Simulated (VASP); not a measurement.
Wanted: the native input for a VASP 6.6.1 run.

* Task: relaxation of cell and atoms
* Functional: PBEsol
* Potentials or basis: VASP PAW PBE potentials, release 64 (Al, N)
* Cutoff: 600 eV
* k mesh: 10 × 10 × 10
* Occupations: fermi-dirac, width 0.05 eV
* Spin: no spin polarisation
* Target pressure: 20 GPa
* Dipole correction: no
* Further INCAR settings: ALGO = Normal; EDIFF = 1e-06; IBRION = 2; EDIFFG = -0.01; NSW = 60; ISIF = 3

The structure of AlN lies in POSCAR:

```
AlN
1.0
    0.0000000000      2.1839935596      2.1839935596
    2.1839935596      0.0000000000      2.1839935596
    2.1839935596      2.1839935596      0.0000000000
Al N
1 1
Direct
    0.0000000000      0.0000000000      0.0000000000
    0.2500000000      0.2500000000      0.2500000000
```

One way to write it, as run:

INCAR

```
SYSTEM = AlN
ALGO     = Normal         ! electronic algorithm
EDIFF    = 1E-6           ! SCF threshold, eV
EDIFFG   = -0.01          ! ionic threshold
ENCUT    = 600            ! plane-wave cutoff, eV
GGA      = PS             ! functional
IBRION   = 2              ! ionic algorithm
ISIF     = 3              ! what is computed and relaxed
ISMEAR   = -1             ! smearing method
LASPH    = .True.         ! aspherical terms in the spheres
LCHARG   = .False.        ! write CHGCAR
LREAL    = .False.        ! projectors in reciprocal space
LWAVE    = .False.        ! write WAVECAR
NELM     = 60             ! most SCF steps
NSW      = 60             ! ionic steps
PREC     = Accurate       ! precision mode
PSTRESS  = 200.0        
SIGMA    = 0.05           ! smearing width, eV
```

KPOINTS

```
k-points
0
Gamma
  10 10 10
  0 0 0
```

Potentials or basis: VASP PAW PBE potentials, release 64 (Al, N).

The run is started by

```sh
$ cat potpaw_PBE.64/Al/POTCAR potpaw_PBE.64/N/POTCAR > POTCAR
$ mpirun -np 1 vasp_std > vasp.out
```

Results of the run:

The relaxed volume is 9.64 Å³/atom, the relaxed cell is a = 3.009 Å, b = 3.009 Å, c = 3.009 Å, α = 60.00°, β = 60.00°, γ = 60.00° and the space group after relaxing (to 0.05 Å) is F-43m (No. 216). The energy change on relaxing (the enthalpy is what falls) is +48.7 meV/atom. The ionic steps are 4. The pressure after relaxing is 19.9 GPa and the band gap on the k mesh is 3.22 eV, indirect (least direct gap 4.84 eV).

Caveat: the cell is relaxed towards a set pressure, so the enthalpy falls and the energy may rise; the PAW data sets were made with another functional, which shifts forces and pressure a little.

It took 25 s on 1 thread of Intel(R) Xeon(R) Platinum 8488C (Sapphire Rapids), on a shared host, peak memory 0.15 GiB.
